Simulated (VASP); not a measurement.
# MgO (Fm-3m) in VASP: notebook, part 2 of 2

VASP 6.6.1. Earlier steps stand in the parts before.

### 4 Single point, PBE

INCAR reads:

```
SYSTEM = MgO
PREC     = Accurate       ! precision mode
ENCUT    = 520            ! plane-wave cutoff, eV
EDIFF    = 1E-6           ! SCF threshold, eV
ISMEAR   = -1             ! smearing method
SIGMA    = 0.02           ! smearing width, eV
LREAL    = .FALSE.        ! projectors in reciprocal space
LASPH    = .TRUE.         ! aspherical terms in the spheres
NELM     = 60             ! most SCF steps
ALGO     = Normal         ! electronic algorithm
ISIF     = 2              ! what is computed and relaxed
LWAVE    = .FALSE.        ! write WAVECAR
LCHARG   = .FALSE.        ! write CHGCAR
GGA      = PE             ! functional
NBANDS   = 11             ! bands
```

KPOINTS reads:

```
Automatic mesh
0
G
  10 10 10
  0 0 0
```

POSCAR reads:

```
MgO
1.0
    0.0000000000      2.1021674167      2.1021674167
    2.1021674167      0.0000000000      2.1021674167
    2.1021674167      2.1021674167      0.0000000000
Mg O
1 1
Direct
    0.0000000000      0.0000000000      0.0000000000
    0.5000000000      0.5000000000      0.5000000000
```

Potentials or basis: VASP PAW PBE potentials, release 64 (Mg, O).

The run is started by

```console
cat potpaw_PBE.64/Mg/POTCAR potpaw_PBE.64/O/POTCAR > POTCAR
mpirun -np 1 vasp_std > vasp.out
```

OUTCAR:

```text
SYSTEM = MgO
   PREC = Accurate
   ENCUT = 520
   EDIFF = 1E-6
   ISMEAR = -1
   LREAL = .FALSE.
   LASPH = .TRUE.
   NELM = 60
   ISIF = 2
   GGA = PE

 ion  position               nearest neighbor table
   1  0.000  0.000  0.000-   2 2.10   2 2.10   2 2.10   2 2.10   2 2.10   2 2.10
   2  0.500  0.500  0.500-   1 2.10   1 2.10   1 2.10   1 2.10   1 2.10   1 2.10

  LATTYP: Found a face centered cubic cell.
 ALAT       =     4.2043348334

  Lattice vectors:

 A1 = (   0.0000000000,   2.1021674167,   2.1021674167)
 A2 = (   2.1021674167,   0.0000000000,   2.1021674167)
 A3 = (   2.1021674167,   2.1021674167,   0.0000000000)

Analysis of symmetry for initial positions (statically):
=====================================================================
 Subroutine PRICEL returns:
 Original cell was already a primitive cell.

 Routine SETGRP: Setting up the symmetry group for a
 face centered cubic supercell.

 Subroutine GETGRP returns: Found 48 space group operations
 (whereof 48 operations were pure point group operations)
 out of a pool of 48 trial point group operations.

The static configuration has the point symmetry O_h .

Analysis of symmetry for dynamics (positions and initial velocities):
=====================================================================
 Subroutine PRICEL returns:
 Original cell was already a primitive cell.

 Routine SETGRP: Setting up the symmetry group for a
 face centered cubic supercell.

 Subroutine GETGRP returns: Found 48 space group operations
 (whereof 48 operations were pure point group operations)
 out of a pool of 48 trial point group operations.

The dynamic configuration has the point symmetry O_h .

 Subroutine INISYM returns: Found 48 space group operations
 (whereof 48 operations are pure point group operations),
 and found     1 'primitive' translations

[... 120 lines left out ...]
   LHFCALC =     F    Hartree Fock is set to
   AEXX    =    0.0000 exact exchange contribution
   IVDW    =     0    specifies the selected vdW correction
   LEPSILON=     F    determine dielectric tensor
   LRPA    =     F    only Hartree local field effects (RPA)
 non-spin polarized calculation
  energy-cutoff  :      520.00
  volume of cell :       18.58
 maximum number of plane-waves:       531
 NGX is ok and might be reduce to    24
   NGX = 11   NGY = 11   NGZ = 11

 number of electron       8.0000004 magnetization

 Free energy of the ion-electron system (eV)
  ---------------------------------------------------
  ext. energy  EPLUGINS =         0.00000000
  ---------------------------------------------------
  free energy    TOTEN  =       -11.90258787 eV

  energy without entropy =      -11.90258787  energy(sigma->0) =      -11.90258787

 E-fermi :   3.6590     XC(G=0): -11.1048

 val. band max:        3.2285377233   @ k =   0.0000   0.0000   0.0000
 cond. band min:       8.0087110640   @ k =   0.0000   0.0000   0.0000
 fundamental gap:      4.7801733407
 Fermi energy:         3.6590031164

 k-point     1 :       0.0000    0.0000    0.0000
  band No.  band energies     occupation
      1     -14.0633      2.00000
      2       3.2285      2.00000
      3       3.2285      2.00000
      4       3.2285      2.00000
      5       8.0087      0.00000
      6      19.0594      0.00000
      7      19.0594      0.00000
      8      19.0594      0.00000
      9      22.9906      0.00000
     10      24.7714      0.00000
     11      24.7714      0.00000
[... 309 lines left out ...]
 k-point    24 :       0.4000    0.3000    0.0000
  band No.  band energies     occupation
      1     -12.8125      2.00000
      2      -0.3645      2.00000
      3       1.9178      2.00000
      4       2.1378      2.00000
      5      12.8537      0.00000
      6      13.4285      0.00000
      7      16.8899      0.00000
      8      21.4804      0.00000
      9      21.6879      0.00000
     10      28.1843      0.00000
     11      30.3191      0.00000

 [... further k-points ...]

------------------------ aborting loop because EDIFF is reached ----------------------------------------

  FORCE on cell =-STRESS in cart. coord.  units (eV):
  Direction    XX          YY          ZZ          XY          YZ          ZX
  --------------------------------------------------------------------------------------
  -------------------------------------------------------------------------------------
  Total        0.5667325      0.5667325      0.5667325     -0.0000000      0.0000000      0.0000000
  in kB       48.8716314     48.8716314     48.8716314     -0.0000000      0.0000000      0.0000000
  external PRESSURE =      48.8716314 kB  Pullay stress =       0.0000000 kB

 VOLUME and BASIS-vectors are now :
 -----------------------------------------------------------------------------
  energy-cutoff  :      520.00
  volume of cell :       18.58
      direct lattice vectors                 reciprocal lattice vectors
     0.000000000  2.102167417  2.102167417    -0.237849753  0.237849753  0.237849753
     2.102167417  0.000000000  2.102167417     0.237849753 -0.237849753  0.237849753
     2.102167417  2.102167417  0.000000000     0.237849753  0.237849753 -0.237849753

 POSITION                                       TOTAL-FORCE (eV/Angst)
 -----------------------------------------------------------------------------------
      0.00000      0.00000      0.00000         0.000000      0.000000      0.000000
      2.10217      2.10217      2.10217        -0.000000     -0.000000      0.000000
 -----------------------------------------------------------------------------------
    total drift:                               -0.000000     -0.000000      0.000000

  FREE ENERGIE OF THE ION-ELECTRON SYSTEM (eV)
  ---------------------------------------------------
  free  energy   TOTEN  =       -11.9025878740 eV

  energy  without entropy=      -11.9025878740  energy(sigma->0) =      -11.90258787
```

OSZICAR:

```text
N       E                     dE             d eps       ncg     rms          rms(c)
DAV:   1     0.127034502152E+02    0.12703E+02   -0.46670E+03  1186   0.646E+02
DAV:   2    -0.129623804319E+02   -0.25666E+02   -0.25194E+02  1184   0.136E+02
DAV:   3    -0.134627639999E+02   -0.50038E+00   -0.50006E+00  1238   0.159E+01
DAV:   4    -0.134640039793E+02   -0.12400E-02   -0.12400E-02  1145   0.909E-01
DAV:   5    -0.134640082095E+02   -0.42303E-05   -0.42302E-05  1211   0.503E-02    0.722E+00
DAV:   6    -0.119194144547E+02    0.15446E+01   -0.87270E+00  1079   0.163E+01    0.221E+00
DAV:   7    -0.119080882942E+02    0.11326E-01   -0.53164E-02  1124   0.208E+00    0.134E+00
DAV:   8    -0.119029547006E+02    0.51336E-02   -0.27196E-02  1082   0.186E+00    0.234E-01
DAV:   9    -0.119025916220E+02    0.36308E-03   -0.56283E-04  1160   0.165E-01    0.131E-01
DAV:  10    -0.119025860806E+02    0.55414E-05   -0.48856E-04  1145   0.163E-01    0.886E-03
DAV:  11    -0.119025880381E+02   -0.19576E-05   -0.24560E-06  1205   0.133E-02    0.540E-03
DAV:  12    -0.119025878740E+02    0.16416E-06   -0.59362E-07   634   0.584E-03
   1 F= -.11902588E+02 E0= -.11902588E+02  d E =-.147942E-11
```

stdout:

```text
POSCAR found type information on POSCAR MgO
 POSCAR found :  2 types and       2 ions
 scaLAPACK will be used
 LDA part: xc-table for (Slater+PW92), standard interpolation
 POSCAR, INCAR and KPOINTS ok, starting setup
 FFT: planning ... GRIDC
 FFT: planning ... GRID_SOFT
 FFT: planning ... GRID
 WAVECAR not read
 entering main loop
```

Run time: 6.3 s. Hardware: 1 thread of Intel Xeon Platinum 8488C (Sapphire Rapids), shared host; peak memory 0.14 GiB.

Results:

| Property | Result |
| --- | --- |
| Free energy | -11.9026 eV |
| Pressure | 4.9 GPa |
| Band gap on the k mesh | 4.78 eV |

Caveat: the cell stands under pressure.

### 5 Single point, r2SCAN

POSCAR is that of step 4.

INCAR.step1 reads:

```
SYSTEM = MgO
ALGO = Normal ; EDIFF = 1E-4
ENCUT = 520 ; GGA = PE
ISMEAR = -1 ; LASPH = .True.
LCHARG = .False. ; LREAL = .False.
LWAVE = .True. ; NBANDS = 11
NELM = 60 ; PREC = Accurate
SIGMA = 0.02
```

INCAR.step2 reads:

```
SYSTEM = MgO
ALGO = Normal ; EDIFF = 1E-6
ENCUT = 520 ; ISIF = 2
ISMEAR = -1 ; ISTART = 1
LASPH = .True. ; LCHARG = .False.
LMIXTAU = .True. ; LREAL = .False.
LWAVE = .False. ; METAGGA = R2SCAN
NBANDS = 11 ; NELM = 60
PREC = Accurate ; SIGMA = 0.02
```

KPOINTS reads:

```
k-points
0
Gamma
  10 10 10
  0 0 0
```

The run is started by

```console
cat potpaw_PBE.64/Mg/POTCAR potpaw_PBE.64/O/POTCAR > POTCAR
cp INCAR.step1 INCAR
mpirun -np 1 vasp_std > vasp.out
cp INCAR.step2 INCAR
mpirun -np 1 vasp_std > vasp.out
```

Wall time 24 s (1 thread of Intel Xeon Platinum 8488C (Sapphire Rapids), shared host); peak memory 0.14 GiB.

Results (log left out):

```
Free energy            : -16.1611 eV
Pressure               : -1.1 GPa
Band gap on the k mesh : 5.66 eV
```

Levels at points of the mesh, in eV from the valence-band top:
```tsv
k point	band 1	band 2	band 3	band 4	band 5	band 6	band 7	band 8	band 9
(0.00, 0.00, 0.00)	-18.23	0.00	0.00	0.00	5.66	16.87	16.87	16.87	21.03
(0.50, 0.00, 0.00)	-16.97	-4.64	-0.68	-0.68	8.84	13.87	17.48	17.48	22.46
(0.50, 0.50, 0.00)	-16.72	-4.12	-1.38	-1.38	10.04	11.12	14.35	20.46	20.46
```

Caveat: the PAW data sets were made with another functional, which shifts forces and pressure a little.

### 6 Single point, r2SCAN

POSCAR is that of step 5.

INCAR.step1 reads:

```
PREC = Accurate ; ENCUT = 520
ISMEAR = 0 ; SIGMA = 0.01
LREAL = False ; LASPH = True
NELM = 80 ; NBANDS = 11
GGA = PE ; ALGO = Normal
EDIFF = 1E-4 ; LWAVE = True
LCHARG = False
```

INCAR.step2 reads:

```
PREC = Accurate ; ENCUT = 520
EDIFF = 1E-6 ; ISMEAR = 0
SIGMA = 0.01 ; LREAL = False
LASPH = True ; NELM = 80
ALGO = Normal ; ISIF = 2
LWAVE = False ; LCHARG = False
METAGGA = R2SCAN ; LMIXTAU = True
NBANDS = 11 ; ISTART = 1
```

KPOINTS reads:

```
regular mesh
0
Gamma
  10 10 10
```

Potentials or basis: VASP PAW PBE potentials, release 64 (Mg, O).

The run is started by

```console
cat potpaw_PBE.64/Mg/POTCAR potpaw_PBE.64/O/POTCAR > POTCAR
cp INCAR.step1 INCAR
mpirun -np 1 vasp_std > vasp.out
cp INCAR.step2 INCAR
mpirun -np 1 vasp_std > vasp.out
```

OUTCAR:

```text
PREC = Accurate
   ENCUT = 520
   EDIFF = 1E-6
   ISMEAR = 0
   LREAL = False
   LASPH = True
   NELM = 80
   ISIF = 2
   METAGGA = R2SCAN
   ISTART = 1

 ion  position               nearest neighbor table
   1  0.000  0.000  0.000-   2 2.10   2 2.10   2 2.10   2 2.10   2 2.10   2 2.10
   2  0.500  0.500  0.500-   1 2.10   1 2.10   1 2.10   1 2.10   1 2.10   1 2.10

  LATTYP: Found a face centered cubic cell.
 ALAT       =     4.2043348334

  Lattice vectors:

 A1 = (   0.0000000000,   2.1021674167,   2.1021674167)
 A2 = (   2.1021674167,   0.0000000000,   2.1021674167)
 A3 = (   2.1021674167,   2.1021674167,   0.0000000000)

Analysis of symmetry for initial positions (statically):
=====================================================================
 Subroutine PRICEL returns:
 Original cell was already a primitive cell.

 Routine SETGRP: Setting up the symmetry group for a
 face centered cubic supercell.

 Subroutine GETGRP returns: Found 48 space group operations
 (whereof 48 operations were pure point group operations)
 out of a pool of 48 trial point group operations.

The static configuration has the point symmetry O_h .

Analysis of symmetry for dynamics (positions and initial velocities):
[... 172 lines left out ...]
      4       2.8164      2.00000
      5       8.4764      0.00000
      6      19.6823      0.00000
      7      19.6823      0.00000
      8      19.6823      0.00000
      9      23.8436      0.00000
     10      25.6170      0.00000
     11      25.6170      0.00000
[... 309 lines left out ...]
 k-point    24 :       0.4000    0.3000    0.0000
  band No.  band energies     occupation
      1     -14.1943      2.00000
      2      -0.7795      2.00000
      3       1.4898      2.00000
      4       1.7049      2.00000
      5      13.4484      0.00000
      6      13.9803      0.00000
      7      17.6492      0.00000
      8      22.3626      0.00000
      9      22.5861      0.00000
     10      29.1718      0.00000
     11      31.4075      0.00000

 [... further k-points ...]

------------------------ aborting loop because EDIFF is reached ----------------------------------------

  FORCE on cell =-STRESS in cart. coord.  units (eV):
  Direction    XX          YY          ZZ          XY          YZ          ZX
  --------------------------------------------------------------------------------------
  -------------------------------------------------------------------------------------
  Total       -0.1318515     -0.1318515     -0.1318515     -0.0000000      0.0000000     -0.0000000
  in kB      -11.3700878    -11.3700878    -11.3700878     -0.0000000      0.0000000     -0.0000000
  external PRESSURE =     -11.3700878 kB  Pullay stress =       0.0000000 kB

 VOLUME and BASIS-vectors are now :
 -----------------------------------------------------------------------------
  energy-cutoff  :      520.00
  volume of cell :       18.58
      direct lattice vectors                 reciprocal lattice vectors
     0.000000000  2.102167417  2.102167417    -0.237849753  0.237849753  0.237849753
     2.102167417  0.000000000  2.102167417     0.237849753 -0.237849753  0.237849753
     2.102167417  2.102167417  0.000000000     0.237849753  0.237849753 -0.237849753

 POSITION                                       TOTAL-FORCE (eV/Angst)
 -----------------------------------------------------------------------------------
      0.00000      0.00000      0.00000         0.000000      0.000000      0.000000
      2.10217      2.10217      2.10217        -0.000000     -0.000000      0.000000
 -----------------------------------------------------------------------------------
    total drift:                               -0.000000     -0.000000      0.000000

  FREE ENERGIE OF THE ION-ELECTRON SYSTEM (eV)
  ---------------------------------------------------
  free  energy   TOTEN  =       -16.1611123198 eV

  energy  without entropy=      -16.1611123198  energy(sigma->0) =      -16.16111232
```

OUTCAR.step1:

```text
PREC = Accurate
   ENCUT = 520
   ISMEAR = 0
   LREAL = False
   LASPH = True
[... 558 lines left out ...]
      0.00000      0.00000      0.00000         0.000000      0.000000     -0.000000
      2.10217      2.10217      2.10217        -0.000000     -0.000000      0.000000
 -----------------------------------------------------------------------------------
    total drift:                               -0.000000     -0.000000      0.000000

  FREE ENERGIE OF THE ION-ELECTRON SYSTEM (eV)
  ---------------------------------------------------
  free  energy   TOTEN  =       -11.9025860805 eV

  energy  without entropy=      -11.9025860805  energy(sigma->0) =      -11.90258608
```

Wall time 22 s (1 thread of Intel Xeon Platinum 8488C (Sapphire Rapids), shared host); peak memory 0.14 GiB.

What came out:

| Property | Result |
| --- | --- |
| Free energy | -16.1611 eV |
| Pressure | -1.1 GPa |
| Band gap on the k mesh | 5.66 eV |

Levels at points of the mesh, in eV from the valence-band top:
```csv
k point,band 2,band 3,band 4,band 5,band 6,band 7
"(0.00, 0.00, 0.00)",0.00,0.00,0.00,5.66,16.87,16.87
"(0.50, 0.00, 0.00)",-4.64,-0.68,-0.68,8.84,13.87,17.48
"(0.50, 0.50, 0.00)",-4.12,-1.38,-1.38,10.04,11.12,14.35
```

Caveat: the PAW data sets were made with another functional, which shifts forces and pressure a little.

### 7 Overview

| level | cell | k mesh | smearing | gap on the mesh (eV) | pressure (GPa) |
| --- | --- | --- | --- | --- | --- |
| PBE | a = 2.973 Å, angles 60.0°, 2 atoms | 6 × 6 × 6 | gaussian 0.01 eV | 4.78 | 4.9 |
| PBE | a = 3.008 Å, angles 60.0°, 2 atoms | 10 × 10 × 10 | fermi-dirac 0.02 eV | 4.45 | -0.7 |
| PBE | a = 2.973 Å, angles 60.0°, 2 atoms | 10 × 10 × 10 | fermi-dirac 0.02 eV | 4.78 | 4.9 |
| r2SCAN | a = 2.973 Å, angles 60.0°, 2 atoms | 10 × 10 × 10 | fermi-dirac 0.02 eV | 5.66 | -1.1 |
| r2SCAN | a = 2.973 Å, angles 60.0°, 2 atoms | 10 × 10 × 10 | gaussian 0.01 eV | 5.66 | -1.1 |

Alike in all rows: task single point; potentials or basis VASP PAW PBE potentials, release 64 (Mg, O); no spin polarisation; cutoff (eV) 520.

Caveats: some runs use coarse meshes; the PAW data sets were made with another functional, which shifts forces and pressure a little (at least some runs); the cell stands under pressure (at least some runs).

Total energies depend on the potentials used, so only differences within one code and one set of settings carry meaning.
